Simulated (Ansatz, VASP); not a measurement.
# Al: VASP beside Ansatz

File INCAR:

```
  PREC = Accurate
  ENCUT = 500
  EDIFF = 1E-7
  ISMEAR = 0
  SIGMA = 0.1
  LREAL = F
  LASPH = T
  NELM = 120
  ALGO = Normal
  ISIF = 3
  LWAVE = F
  LCHARG = F
  GGA = PE
  IBRION = 2
  NSW = 100
  EDIFFG = -0.01
  GGA_COMPAT = F
  NELMIN = 4
```

KPOINTS

```
Automatic mesh
0
Gamma
  12 12 10
```

File POSCAR:

```
Al
1.0
    2.2321440031     -4.0376662989      0.0000000000
    2.2321440031      4.0376662989      0.0000000000
    0.0000000000      0.0000000000      4.5375825654
Al
4
Direct
    0.1559982903      0.8440017097      0.0674522926
    0.6559982903      0.3440017097      0.4325477074
    0.8440017097      0.1559982903      0.9325477074
    0.3440017097      0.6559982903      0.5674522926
```

Input for Ansatz:

```yaml
crystal:
  lattice:
    - [2.2321440031, -4.0376662989, 0.0]
    - [2.2321440031, 4.0376662989, 0.0]
    - [0.0, 0.0, 4.5375825654]
  atoms:
    - { symbol: Al, position: [0.1559982903, 0.8440017097, 0.0674522926] }
    - { symbol: Al, position: [0.6559982903, 0.3440017097, 0.4325477074] }
    - { symbol: Al, position: [0.8440017097, 0.1559982903, 0.9325477074] }
    - { symbol: Al, position: [0.3440017097, 0.6559982903, 0.5674522926] }
basis:
  ecutwfc: 420
kpoints:
  mp_grid: { grid: [12, 12, 10] }
hamiltonian:
  xc: pbe
scf:
  occupations: { method: gaussian, width: 0.1 }
output:
  forces: true
  stress: true
  eigenvalues: true
relax:
  adjacent_minimum: "off"
  f_tol: 0.01
  max_steps: 80
  cell: { stress_tol: 0.05 }
```

Alike in both runs: task relaxation of cell and atoms; functional PBE; k mesh 12 × 12 × 10; occupations gaussian, width 0.1 eV; no spin polarisation.

|  | VASP | Ansatz |
| --- | --- | --- |
| version | VASP 6.6.1 | Ansatz 0.2.0 |
| potentials or method | VASP PAW PBE potentials, release 64 (Al), cutoff 500 eV | scalar-relativistic, plane waves, PAW |
| valence electrons in the cell | 12 | 12 |

VASP gave:

| Quantity | Value |
| --- | --- |
| gap on the k mesh at the Fermi level, each at its own relaxed structure (eV) | none |
| relaxed volume (Å³/atom) | 20.49 |
| relaxed length of the cell vector where the two differ most in proportion (Å) | 4.576 |

What did Ansatz give for the same quantities?

gap on the k mesh at the Fermi level, each at its own relaxed structure (eV): none; relaxed volume (Å³/atom): 20.51; relaxed length of the cell vector where the two differ most in proportion (Å): 4.577.

A gap of «none» marks a metal or a gap that the smearing closes.
